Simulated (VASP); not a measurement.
# Rb (Im-3m) in VASP: density of states with PBE

Aim: the density of states of Rb with PBE.

All numbers are computed with VASP 6.6.1; they aren't measurements. Logs are shortened: lines on timing, memory, paths and dates and some standing lists are left out, and cuts for length are marked.

## (1) The cell of the first run

It takes space group Im-3m (No. 229, cubic). The conventional cell has a = 4.281 Å, b = 4.281 Å, c = 4.281 Å, α = 90.00°, β = 90.00°, γ = 90.00°. Within 4.9 Å of Rb (site symmetry m-3m) lie 14 Rb at 3.71 to 4.28 Å.

## (2) Density of states, PBE (volume scaled by 0.43)

File POSCAR:

```
Rb
1.0
   -2.1404929062      2.1404929062      2.1404929062
    2.1404929062     -2.1404929062      2.1404929062
    2.1404929062      2.1404929062     -2.1404929062
Rb
1
Direct
    0.0000000000      0.0000000000      0.0000000000
```

File INCAR.step1:

```
SYSTEM = Rb
PREC     = Accurate       ! precision mode
ENCUT    = 520            ! plane-wave cutoff, eV
EDIFF    = 1E-7           ! SCF threshold, eV
ISMEAR   = -1             ! smearing method
SIGMA    = 0.1            ! smearing width, eV
LREAL    = .False.        ! projectors in reciprocal space
LASPH    = .True.         ! aspherical terms in the spheres
NELM     = 80             ! most SCF steps
ALGO     = Normal         ! electronic algorithm
ISIF     = 2              ! what is computed and relaxed
LWAVE    = .False.        ! write WAVECAR
LCHARG   = .True.         ! write CHGCAR
GGA      = PE             ! functional
NBANDS   = 10             ! bands
```

File KPOINTS.step1:

```
regular mesh
0
Gamma
  10 10 10
  0 0 0
```

File INCAR.step2:

```
SYSTEM = Rb
PREC     = Accurate       ! precision mode
ENCUT    = 520            ! plane-wave cutoff, eV
EDIFF    = 1E-7           ! SCF threshold, eV
ISMEAR   = -5             ! smearing method
SIGMA    = 0.1            ! smearing width, eV
LREAL    = .False.        ! projectors in reciprocal space
LASPH    = .True.         ! aspherical terms in the spheres
NELM     = 80             ! most SCF steps
ALGO     = Normal         ! electronic algorithm
ISIF     = 2              ! what is computed and relaxed
LWAVE    = .False.        ! write WAVECAR
LCHARG   = .False.        ! write CHGCAR
GGA      = PE             ! functional
LORBIT   = 11             ! projections on sites
NEDOS    = 2001           ! points of the DOS
ICHARG   = 11             ! starting density
```

File KPOINTS.step2:

```
regular mesh
0
Gamma
  15 15 15
  0 0 0
```

Potentials or basis: VASP PAW PBE potentials, release 64 (Rb_sv).

The run is started by

```console
$ cat potpaw_PBE.64/Rb_sv/POTCAR > POTCAR
$ cp INCAR.step1 INCAR
$ cp KPOINTS.step1 KPOINTS
$ mpirun -np 1 vasp_std > vasp.out
$ cp INCAR.step2 INCAR
$ cp KPOINTS.step2 KPOINTS
$ mpirun -np 1 vasp_std > vasp.out
```

OUTCAR:

```text
SYSTEM = Rb
   PREC = Accurate
   ENCUT = 520
   EDIFF = 1E-7
   ISMEAR = -5
   LREAL = .False.
   LASPH = .True.
   NELM = 80
   ISIF = 2
   GGA = PE
   LORBIT = 11
   ICHARG = 11

 ion  position               nearest neighbor table
   1  0.000  0.000  0.000-

  LATTYP: Found a body centered cubic cell.
 ALAT       =     4.2809858124

  Lattice vectors:

 A1 = (  -2.1404929062,   2.1404929062,   2.1404929062)
 A2 = (   2.1404929062,  -2.1404929062,   2.1404929062)
 A3 = (   2.1404929062,   2.1404929062,  -2.1404929062)

Analysis of symmetry for initial positions (statically):
=====================================================================
 Subroutine PRICEL returns:
 Original cell was already a primitive cell.

 Routine SETGRP: Setting up the symmetry group for a
 body centered cubic supercell.

 Subroutine GETGRP returns: Found 48 space group operations
 (whereof 48 operations were pure point group operations)
 out of a pool of 48 trial point group operations.

The static configuration has the point symmetry O_h .

Analysis of symmetry for dynamics (positions and initial velocities):
=====================================================================
 Subroutine PRICEL returns:
 Original cell was already a primitive cell.

 Routine SETGRP: Setting up the symmetry group for a
 body centered cubic supercell.

 Subroutine GETGRP returns: Found 48 space group operations
 (whereof 48 operations were pure point group operations)
 out of a pool of 48 trial point group operations.

The dynamic configuration has the point symmetry O_h .

 Subroutine INISYM returns: Found 48 space group operations
 (whereof 48 operations are pure point group operations),
 and found     1 'primitive' translations

----------------------------------------------------------------------------------------

                                     Primitive cell

  volume of cell :      39.2285

  direct lattice vectors                    reciprocal lattice vectors
    -2.140492906  2.140492906  2.140492906     0.000000000  0.233591057  0.233591057
     2.140492906 -2.140492906  2.140492906     0.233591057  0.000000000  0.233591057
     2.140492906  2.140492906 -2.140492906     0.233591057  0.233591057  0.000000000

  length of vectors
     3.707442467  3.707442467  3.707442467     0.330347641  0.330347641  0.330347641

  position of ions in fractional coordinates (direct lattice)
     0.000000000  0.000000000  0.000000000

  ion indices of the primitive-cell ions
   primitive index   ion index
                 1           1

----------------------------------------------------------------------------------------

 KPOINTS: regular mesh

Automatic generation of k-mesh.
 Grid dimensions read from file:
 generate k-points for:   15   15   15

 Generating k-lattice:

  Cartesian coordinates                     Fractional coordinates (reciprocal lattice)
     0.000000000  0.015572737  0.015572737     0.066666667  0.000000000  0.000000000
     0.015572737  0.000000000  0.015572737     0.000000000  0.066666667  0.000000000
     0.015572737  0.015572737  0.000000000     0.000000000  0.000000000  0.066666667

  Length of vectors
     0.022023176  0.022023176  0.022023176

  Shift w.r.t. Gamma in fractional coordinates (k-lattice)
     0.000000000  0.000000000  0.000000000

 TETIRR: Found   3891 inequivalent tetrahedra from    20250

 Subroutine IBZKPT returns following result:
 ===========================================

 Found    120 irreducible k-points:

 Following reciprocal coordinates:
            Coordinates               Weight
  0.000000  0.000000  0.000000      1.000000
  0.066667  0.000000  0.000000     12.000000
  0.133333  0.000000  0.000000     12.000000
  0.200000  0.000000  0.000000     12.000000
  0.266667  0.000000  0.000000     12.000000
  0.333333  0.000000  0.000000     12.000000
[... 16 lines left out ...]
  0.333333  0.200000  0.000000     48.000000
  0.400000  0.200000  0.000000     24.000000
 [... further k-points ...]
   k-points           NKPTS =    120   k-points in BZ     NKDIM =    120   number of bands    NBANDS=      8
   number of dos      NEDOS =   2001   number of ions     NIONS =      1
   total plane-waves  NPLWV =  21952
   dimension x,y,z NGX =    28 NGY =   28 NGZ =   28
   dimension x,y,z NGXF=    56 NGYF=   56 NGZF=   56
   ions per type =               1
   NGX,Y,Z   is equivalent  to a cutoff of  12.56, 12.56, 12.56 a.u.
   NGXF,Y,Z  is equivalent  to a cutoff of  25.11, 25.11, 25.11 a.u.
 SYSTEM =  Rb
   PREC   = accura    normal or accurate (medium, high low for compatibility)
   ISTART =      0    job   : 0-new  1-cont  2-samecut
   ICHARG =     11    charge: 1-file 2-atom 10-const
   ISPIN  =      1    spin polarized calculation?
   LNONCOLLINEAR =      F non collinear calculations
   LSORBIT =      F    spin-orbit coupling
   LASPH  =      T    aspherical Exc in radial PAW
   ENCUT  =  520.0 eV  38.22 Ry    6.18 a.u.   6.89  6.89  6.89*2*pi/ulx,y,z
   NELM   =     80;   NELMIN=  2; NELMDL=  0     # of ELM steps
   EDIFF  = 0.1E-06   stopping-criterion for ELM
   LREAL  =      F    real-space projection
   EDIFFG = 0.1E-05   stopping-criterion for IOM
   NSW    =      0    number of steps for IOM
   IBRION =     -1    ionic relax: 0-MD 1-quasi-New 2-CG
   NFREE  =      0    steps in history (QN), initial steepest desc. (CG)
   ISIF   =      2    stress and relaxation
   ISYM   =      2    0-nonsym 1-usesym 2-fastsym
   POTIM  = 0.5000    time-step for ionic-motion
   TEBEG  =    0.0;   TEEND  =   0.0 temperature during run
   PSTRESS=    0.0 pullay stress
   NELECT =       9.0000    total number of electrons
   NUPDOWN=      -1.0000    fix difference up-down
   EMIN   =  10.00;   EMAX   =-10.00  energy-range for DOS
   EFERMI =   0.00;   METHOD = LEGACY
   ISMEAR =    -5;   SIGMA  =   0.10  broadening in eV -4-tet -1-fermi 0-gaus
   EFERMI_NEDOS =   21; number of points for ismear=-14 and -15
   IALGO  =     38    algorithm
   IMIX   =      4    mixing-type and parameters
     AMIX     =   0.40;   BMIX     =  1.00
     AMIX_MAG =   1.60;   BMIX_MAG =  1.00
  volume/ion in A,a.u.               =      39.23       264.73
  Fermi-wavevector in a.u.,A,eV,Ry     =   1.002202  1.893887 13.665809  1.004409
  Thomas-Fermi vector in A             =   2.134674
   LORBIT       =     11    0 simple, 1 ext, 2 COOP (PROOUT), +10 PAW based schemes
   GGA     = PE    functional components
   LHFCALC =     F    Hartree Fock is set to
   AEXX    =    0.0000 exact exchange contribution
   IVDW    =     0    specifies the selected vdW correction
   LEPSILON=     F    determine dielectric tensor
   LRPA    =     F    only Hartree local field effects (RPA)
 non-spin polarized calculation
 Fermi weights with tetrahedron method with Bloechl corrections
  energy-cutoff  :      520.00
  volume of cell :       39.23
 maximum number of plane-waves:      1075

 number of electron       9.0000000 magnetization

 Free energy of the ion-electron system (eV)
  ---------------------------------------------------
  ext. energy  EPLUGINS =         0.00000000
  ---------------------------------------------------
  free energy    TOTEN  =        -0.05234539 eV

  energy without entropy =       -0.05234539  energy(sigma->0) =       -0.05234539

 E-fermi :   3.0211     XC(G=0):  -8.0051

 val. band max:        3.0240807926   @ k =   0.2667   0.2000   0.0000
 cond. band min:       3.0299094273   @ k =  -0.2667   0.4000   0.1333
 fundamental gap:      0.0058286347
 Fermi energy:         3.0210978609

 k-point     1 :       0.0000    0.0000    0.0000
  band No.  band energies     occupation
      1     -26.1362      2.00000
      2      -9.6845      2.00000
      3      -9.6845      2.00000
      4      -9.6845      2.00000
      5      -0.0499      2.00000
      6       7.1783      0.00000
      7       7.1783      0.00000
      8       7.1783      0.00000

 k-point     2 :       0.0667    0.0000    0.0000
  band No.  band energies     occupation
      1     -26.1297      2.00000
      2      -9.7449      2.00000
      3      -9.7002      2.00000
      4      -9.6855      2.00000
      5       0.0825      2.00000
      6       7.0381      0.00000
      7       7.0811      0.00000
      8       7.3058      0.00000

 k-point     3 :       0.1333    0.0000    0.0000
  band No.  band energies     occupation
      1     -26.1111      2.00000
      2      -9.9099      2.00000
      3      -9.7439      2.00000
      4      -9.6883      2.00000
      5       0.4555      2.00000
      6       6.6873      0.00000
      7       6.6929      0.00000
      8       7.6840      0.00000

 k-point     4 :       0.2000    0.0000    0.0000
  band No.  band energies     occupation
      1     -26.0835      2.00000
      2     -10.1393      2.00000
      3      -9.8072      2.00000
      4      -9.6924      2.00000
      5       1.0017      2.00000
      6       6.0777      0.00000
      7       6.2758      0.00000
      8       8.3003      0.00000

 k-point     5 :       0.2667    0.0000    0.0000
  band No.  band energies     occupation
      1     -26.0515      2.00000
      2     -10.3860      2.00000
      3      -9.8784      2.00000
      4      -9.6973      2.00000
      5       1.6144      2.00000
      6       5.5418      0.00000
      7       5.8804      0.00000
      8       8.8520      0.00000
[... 177 lines left out ...]
 k-point    22 :       0.2667    0.2000    0.0000
  band No.  band energies     occupation
      1     -25.9902      2.00000
      2     -10.6560      2.00000
      3     -10.1104      2.00000
      4      -9.7986      2.00000
      5       3.0241      1.03437
      6       4.7307      0.00000
      7       5.3691      0.00000
      8       8.6871      0.00000

 k-point    23 :       0.3333    0.2000    0.0000
  band No.  band energies     occupation
      1     -25.9746      2.00000
      2     -10.7118      2.00000
      3     -10.1927      2.00000
      4      -9.8073      2.00000
      5       3.3100     -0.06550
      6       4.7903      0.00000
      7       5.2097      0.00000
      8       8.8281      0.00000

 k-point    24 :       0.4000    0.2000    0.0000
  band No.  band energies     occupation
      1     -25.9690      2.00000
      2     -10.7296      2.00000
      3     -10.2236      2.00000
      4      -9.8101      2.00000
      5       3.3765     -0.08332
      6       4.9895      0.00000
      7       5.0328      0.00000
      8       8.8172      0.00000

 [... further k-points ...]
[... 5 lines left out ...]
  --------------------------------------------------------------------------------------
  -------------------------------------------------------------------------------------
  Total        2.5218481      2.5218481      2.5218481      0.0000000      0.0000000      0.0000000
  in kB      102.9978463    102.9978463    102.9978463      0.0000000      0.0000000      0.0000000
  external PRESSURE =     102.9978463 kB  Pullay stress =       0.0000000 kB

 VOLUME and BASIS-vectors are now :
 -----------------------------------------------------------------------------
  energy-cutoff  :      520.00
  volume of cell :       39.23
      direct lattice vectors                 reciprocal lattice vectors
    -2.140492906  2.140492906  2.140492906     0.000000000  0.233591057  0.233591057
     2.140492906 -2.140492906  2.140492906     0.233591057  0.000000000  0.233591057
     2.140492906  2.140492906 -2.140492906     0.233591057  0.233591057  0.000000000

 POSITION                                       TOTAL-FORCE (eV/Angst)
 -----------------------------------------------------------------------------------
      0.00000      0.00000      0.00000         0.000000      0.000000      0.000000
 -----------------------------------------------------------------------------------
    total drift:                               -0.000000      0.000000      0.000000

  FREE ENERGIE OF THE ION-ELECTRON SYSTEM (eV)
  ---------------------------------------------------
  free  energy   TOTEN  =        -0.0523453883 eV

  energy  without entropy=       -0.0523453883  energy(sigma->0) =       -0.05234539

 total charge

# of ion       s       p       d       tot
------------------------------------------
    1        2.006   5.276   0.052   7.334
```

Wall time 35 s (1 thread of AMD EPYC 7R43 (Zen 3), shared host); peak memory 0.13 GiB.

Results:

```
Valence electrons inside the program's atomic spheres : Rb 7.33
```

Caveat: tetrahedron occupations give inexact forces and stress in metals.
